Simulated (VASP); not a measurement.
# BP in VASP: notebook, part 2 of 2

VASP 6.6.1.

### 4 Single point, PBE (strain +0.015 along x and y, +0.030 along z)

The input, INCAR:

```
SYSTEM = BP
ALGO     = Normal         ! electronic algorithm
EDIFF    = 1E-6           ! SCF threshold, eV
ENCUT    = 520            ! plane-wave cutoff, eV
GGA      = PE             ! functional
ISIF     = 2              ! what is computed and relaxed
ISMEAR   = 0              ! smearing method
LASPH    = .True.         ! aspherical terms in the spheres
LCHARG   = .False.        ! write CHGCAR
LREAL    = .False.        ! projectors in reciprocal space
LWAVE    = .False.        ! write WAVECAR
NBANDS   = 11             ! bands
NELM     = 60             ! most SCF steps
PREC     = Accurate       ! precision mode
SIGMA    = 0.05           ! smearing width, eV
```

The input, KPOINTS:

```
k-points
0
Gamma
  10 10 10
  0 0 0
```

The input, POSCAR:

```
BP
1.0
    0.0000000000      2.3082641451      2.3423764231
    2.3082641451      0.0000000000      2.3423764231
    2.3082641451      2.3082641451      0.0000000000
B P
1 1
Direct
    0.0000000000      0.0000000000      0.0000000000
    0.7500000000      0.7500000000      0.7500000000
```

Potentials or basis: VASP PAW PBE potentials, release 64 (B, P).

On the command line:

```console
> cat potpaw_PBE.64/B/POTCAR potpaw_PBE.64/P/POTCAR > POTCAR
> mpirun -np 1 vasp_std > vasp.out
```

OUTCAR:

```text
SYSTEM = BP
   EDIFF = 1E-6
   ENCUT = 520
   GGA = PE
   ISIF = 2
   ISMEAR = 0
   LASPH = .True.
   LREAL = .False.
   NELM = 60
   PREC = Accurate

 ion  position               nearest neighbor table
   1  0.000  0.000  0.000-   2 2.01   2 2.01   2 2.01   2 2.01
   2  0.750  0.750  0.750-   1 2.01   1 2.01   1 2.01   1 2.01

  LATTYP: Found a body centered tetragonal cell.
 ALAT       =     3.2643784595
 C/A-ratio  =     1.4351132702

  Lattice vectors:

 A1 = (  -2.3082641451,   0.0000000000,   2.3423764231)
 A2 = (   2.3082641451,   0.0000000000,   2.3423764231)
 A3 = (   0.0000000000,   2.3082641451,  -2.3423764231)

Analysis of symmetry for initial positions (statically):
=====================================================================
 Subroutine PRICEL returns:
 Original cell was already a primitive cell.

 Routine SETGRP: Setting up the symmetry group for a
 body centered tetragonal supercell.

 Subroutine GETGRP returns: Found  8 space group operations
 (whereof  8 operations were pure point group operations)
 out of a pool of 16 trial point group operations.

The static configuration has the point symmetry D_2d.

Analysis of symmetry for dynamics (positions and initial velocities):
=====================================================================
 Subroutine PRICEL returns:
 Original cell was already a primitive cell.

 Routine SETGRP: Setting up the symmetry group for a
 body centered tetragonal supercell.

 Subroutine GETGRP returns: Found  8 space group operations
 (whereof  8 operations were pure point group operations)
 out of a pool of 16 trial point group operations.

The dynamic configuration has the point symmetry D_2d.

 Subroutine INISYM returns: Found  8 space group operations
 (whereof  8 operations are pure point group operations),
 and found     1 'primitive' translations

[... 116 lines left out ...]
  Fermi-wavevector in a.u.,A,eV,Ry     =   1.120346  2.117147 17.077702  1.255176
  Thomas-Fermi vector in A             =   2.256992
   LORBIT       =      0    0 simple, 1 ext, 2 COOP (PROOUT), +10 PAW based schemes
   GGA     = PE    functional components
   LHFCALC =     F    Hartree Fock is set to
   AEXX    =    0.0000 exact exchange contribution
   IVDW    =     0    specifies the selected vdW correction
   LEPSILON=     F    determine dielectric tensor
   LRPA    =     F    only Hartree local field effects (RPA)
 non-spin polarized calculation
 Gauss-broadening in eV      SIGMA  =   0.05
  energy-cutoff  :      520.00
  volume of cell :       24.96
 maximum number of plane-waves:       692
   NGX = 13   NGY = 13   NGZ = 13

 number of electron       7.9999999 magnetization

 Free energy of the ion-electron system (eV)
  ---------------------------------------------------
  ext. energy  EPLUGINS =         0.00000000
  ---------------------------------------------------
  free energy    TOTEN  =       -12.88659151 eV

  energy without entropy =      -12.88659151  energy(sigma->0) =      -12.88659151

 E-fermi :   6.9387     XC(G=0): -10.6247

 val. band max:        6.7150069401   @ k =   0.0000   0.0000   0.0000
 cond. band min:       7.9350135499   @ k =   0.4000   0.0000   0.4000
 fundamental gap:      1.2200066099
 Fermi energy:         6.9386556229

 k-point     1 :       0.0000    0.0000    0.0000
  band No.  band energies     occupation
      1      -8.2142      2.00000
      2       6.5740      2.00000
      3       6.7150      2.00000
      4       6.7150      2.00000
      5       9.9528      0.00000
      6       9.9528      0.00000
      7      10.0363      0.00000
      8      13.0538      0.00000
      9      17.7538      0.00000
     10      18.4259      0.00000
     11      18.7985      0.00000
[... 309 lines left out ...]
 k-point    24 :       0.4000    0.3000    0.0000
  band No.  band energies     occupation
      1      -5.4945      2.00000
      2       0.5767      2.00000
      3       2.9066      2.00000
      4       3.4468      2.00000
      5       8.6488      0.00000
      6      10.3902      0.00000
      7      15.6503      0.00000
      8      15.7555      0.00000
      9      19.8028      0.00000
     10      21.6278      0.00000
     11      22.7232      0.00000

 [... further k-points ...]
[... 5 lines left out ...]
  --------------------------------------------------------------------------------------
  -------------------------------------------------------------------------------------
  Total       -1.1668970     -1.1668970     -1.7558212      0.0000000      0.0000000      0.0000000
  in kB      -74.9006195    -74.9006195   -112.7024023      0.0000000      0.0000000      0.0000000
  external PRESSURE =     -87.5012137 kB  Pullay stress =       0.0000000 kB

 VOLUME and BASIS-vectors are now :
 -----------------------------------------------------------------------------
  energy-cutoff  :      520.00
  volume of cell :       24.96
      direct lattice vectors                 reciprocal lattice vectors
     0.000000000  2.308264145  2.342376423    -0.216612991  0.216612991  0.213458433
     2.308264145  0.000000000  2.342376423     0.216612991 -0.216612991  0.213458433
     2.308264145  2.308264145  0.000000000     0.216612991  0.216612991 -0.213458433

 POSITION                                       TOTAL-FORCE (eV/Angst)
 -----------------------------------------------------------------------------------
      0.00000      0.00000      0.00000         0.000000      0.000000     -0.000000
      3.46240      3.46240      3.51356        -0.000000     -0.000000      0.000000
 -----------------------------------------------------------------------------------
    total drift:                               -0.000000     -0.000000     -0.000000

  FREE ENERGIE OF THE ION-ELECTRON SYSTEM (eV)
  ---------------------------------------------------
  free  energy   TOTEN  =       -12.8865915095 eV

  energy  without entropy=      -12.8865915095  energy(sigma->0) =      -12.88659151
```

stdout:

```text
POSCAR found type information on POSCAR B P
 POSCAR found :  2 types and       2 ions
 scaLAPACK will be used
 LDA part: xc-table for (Slater+PW92), standard interpolation
 POSCAR, INCAR and KPOINTS ok, starting setup
 FFT: planning ... GRIDC
 FFT: planning ... GRID_SOFT
 FFT: planning ... GRID
 WAVECAR not read
 entering main loop
```

Wall time 6.9 s (1 thread of Intel Xeon 6975P-C (Granite Rapids), shared host); peak memory 0.15 GiB.

What came out:

```yaml
Free_energy: -12.8866 eV
Pressure: -8.8 GPa
Band_gap_on_the_k_mesh: 1.22 eV, indirect (least direct gap 3.24 eV)
```

Stress tensor (GPa, compression positive):
```
 -7.49   0.00   0.00
  0.00  -7.49   0.00
  0.00   0.00 -11.27
```

Caveat: the cell differs from its parent crystal (strain +0.015 along x and y, +0.030 along z). A k mesh can miss the band edges.

### 5 Single point, PBE (strain +0.030 along x and y, +0.015 along z)

The input, INCAR:

```
ALGO = Normal ; EDIFF = 1E-6
ENCUT = 520 ; GGA = PE
ISIF = 2 ; ISMEAR = 0
LASPH = True ; LCHARG = True
LELF = True ; LREAL = False
LVHAR = True ; LWAVE = False
NBANDS = 11 ; NELM = 80
PREC = Accurate ; SIGMA = 0.05
```

The input, KPOINTS:

```
k-points
0
Gamma
  10 10 10
```

The input, POSCAR:

```
BP
1.0
    0.0000000000      2.3423764231      2.3082641451
    2.3423764231      0.0000000000      2.3082641451
    2.3423764231      2.3423764231      0.0000000000
B P
1 1
Direct
    0.0000000000      0.0000000000      0.0000000000
    0.7500000000      0.7500000000      0.7500000000
```

On the command line:

```console
> cat potpaw_PBE.64/B/POTCAR potpaw_PBE.64/P/POTCAR > POTCAR
> mpirun -np 1 vasp_std > vasp.out
```

Wall time 9.5 s (1 thread of Intel Xeon 6975P-C (Granite Rapids), shared host); peak memory 0.15 GiB.

The run converged. Its results:

```yaml
Free_energy: -12.8646 eV
Pressure: -10.6 GPa
Band_gap_on_the_k_mesh: 1.13 eV, indirect (least direct gap 3.15 eV)
```

Stress tensor (GPa, compression positive):
```
-11.76   0.00   0.00
  0.00 -11.76   0.00
  0.00   0.00  -8.17
```

Levels at points of the mesh, in eV from the valence-band top:
```tsv
k point	band 1	band 2	band 3	band 4	band 5	band 6	band 7	band 8	band 9
(0.00, 0.00, 0.00)	-14.85	-0.14	-0.14	0.00	3.15	3.23	3.23	6.08	10.91
(0.50, 0.00, 0.00)	-11.82	-8.56	-1.83	-1.66	3.20	4.51	4.65	9.75	13.83
(0.50, 0.50, 0.00)	-10.33	-8.18	-4.01	-4.01	1.29	1.52	11.29	11.29	14.30
(0.50, 0.00, 0.50)	-10.45	-8.30	-3.88	-3.85	1.45	1.71	11.16	11.40	14.13
```

Caveat: the cell differs from its parent crystal (strain +0.030 along x and y, +0.015 along z). A k mesh can miss the band edges.

### 6 Single point, PBE (strain -0.030 along x and y, -0.030 along z)

The input, INCAR:

```
SYSTEM = BP
  ALGO = Normal
  EDIFF = 1E-7
  ENCUT = 520
  GGA = PE
  ISIF = 2
  ISMEAR = 0
  LASPH = .TRUE.
  LCHARG = .FALSE.
  LREAL = .FALSE.
  LWAVE = .FALSE.
  NBANDS = 11
  NELM = 100
  PREC = Accurate
  SIGMA = 0.05
```

The input, KPOINTS:

```
k-points
0
G
  10 10 10
  0 0 0
```

The input, POSCAR:

```
BP
1.0
    0.0000000000      2.2059273111      2.2059273111
    2.2059273111      0.0000000000      2.2059273111
    2.2059273111      2.2059273111      0.0000000000
B P
1 1
Direct
    0.0000000000      0.0000000000      0.0000000000
    0.7500000000      0.7500000000      0.7500000000
```

Potentials or basis: VASP PAW PBE potentials, release 64 (B, P).

On the command line:

```console
> cat potpaw_PBE.64/B/POTCAR potpaw_PBE.64/P/POTCAR > POTCAR
> mpirun -np 1 vasp_std > vasp.out
```

OUTCAR:

```text
SYSTEM = BP
   EDIFF = 1E-7
   ENCUT = 520
   GGA = PE
   ISIF = 2
   ISMEAR = 0
   LASPH = .TRUE.
   LREAL = .FALSE.
   NELM = 100
   PREC = Accurate

 ion  position               nearest neighbor table
   1  0.000  0.000  0.000-   2 1.91   2 1.91   2 1.91   2 1.91
   2  0.750  0.750  0.750-   1 1.91   1 1.91   1 1.91   1 1.91

  LATTYP: Found a face centered cubic cell.
 ALAT       =     4.4118546222

  Lattice vectors:

 A1 = (   0.0000000000,   2.2059273111,   2.2059273111)
 A2 = (   2.2059273111,   0.0000000000,   2.2059273111)
 A3 = (   2.2059273111,   2.2059273111,   0.0000000000)
[... 512 lines left out ...]
      7      18.4965      0.00000
      8      18.5829      0.00000
      9      23.4812      0.00000
     10      24.2252      0.00000
     11      26.7980      0.00000

 [... further k-points ...]
[... 5 lines left out ...]
  --------------------------------------------------------------------------------------
  -------------------------------------------------------------------------------------
  Total        2.3167753      2.3167753      2.3167753      0.0000000     -0.0000000     -0.0000000
  in kB      172.8983758    172.8983758    172.8983758      0.0000000     -0.0000000     -0.0000000
  external PRESSURE =     172.8983758 kB  Pullay stress =       0.0000000 kB

 VOLUME and BASIS-vectors are now :
 -----------------------------------------------------------------------------
  energy-cutoff  :      520.00
  volume of cell :       21.47
      direct lattice vectors                 reciprocal lattice vectors
     0.000000000  2.205927311  2.205927311    -0.226662047  0.226662047  0.226662047
     2.205927311  0.000000000  2.205927311     0.226662047 -0.226662047  0.226662047
     2.205927311  2.205927311  0.000000000     0.226662047  0.226662047 -0.226662047

 POSITION                                       TOTAL-FORCE (eV/Angst)
 -----------------------------------------------------------------------------------
      0.00000      0.00000      0.00000         0.000000      0.000000      0.000000
      3.30889      3.30889      3.30889        -0.000000     -0.000000     -0.000000
 -----------------------------------------------------------------------------------
    total drift:                               -0.000000     -0.000000     -0.000000

  FREE ENERGIE OF THE ION-ELECTRON SYSTEM (eV)
  ---------------------------------------------------
  free  energy   TOTEN  =       -12.8283292611 eV

  energy  without entropy=      -12.8283292611  energy(sigma->0) =      -12.82832926
```

stdout:

```text
POSCAR found type information on POSCAR B P
 POSCAR found :  2 types and       2 ions
 scaLAPACK will be used
 LDA part: xc-table for (Slater+PW92), standard interpolation
 POSCAR, INCAR and KPOINTS ok, starting setup
 FFT: planning ... GRIDC
 FFT: planning ... GRID_SOFT
 FFT: planning ... GRID
 WAVECAR not read
 entering main loop
```

Wall time 5.3 s (1 thread of AMD EPYC 9R45 (Zen 5), shared host); peak memory 0.1 GiB.

Results:

```yaml
Free_energy: -12.8283 eV
Pressure: 17.3 GPa
Band_gap_on_the_k_mesh: 1.12 eV, indirect (least direct gap 3.54 eV)
```

Caveat: the cell differs from its parent crystal (strain -0.030 along x and y, -0.030 along z).

### 7 Overview

| cell | gap on the mesh (eV) | pressure (GPa) |
| --- | --- | --- |
| a = 3.240, b = 3.240, c = 3.264 Å, angles 59.8, 59.8, 60.5°, 2 atoms | 1.07 | -4.8 |
| a = 3.265, b = 3.265, c = 3.313 Å, angles 59.5, 59.5, 61.0°, 2 atoms | 0.90 | -8.7 |
| a = 3.289, b = 3.289, c = 3.264 Å, angles 60.2, 60.2, 59.5°, 2 atoms | 1.22 | -8.8 |
| a = 3.289, b = 3.289, c = 3.313 Å, angles 59.8, 59.8, 60.5°, 2 atoms | 1.13 | -10.6 |
| a = 3.120 Å, angles 60.0°, 2 atoms | 1.12 | 17.3 |

Alike in all rows: task single point; level PBE; potentials or basis VASP PAW PBE potentials, release 64 (B, P); no spin polarisation; k mesh 10 × 10 × 10; cutoff (eV) 520; smearing gaussian 0.05 eV.

Total energies depend on the potentials used, so only differences within one code and one set of settings carry meaning.
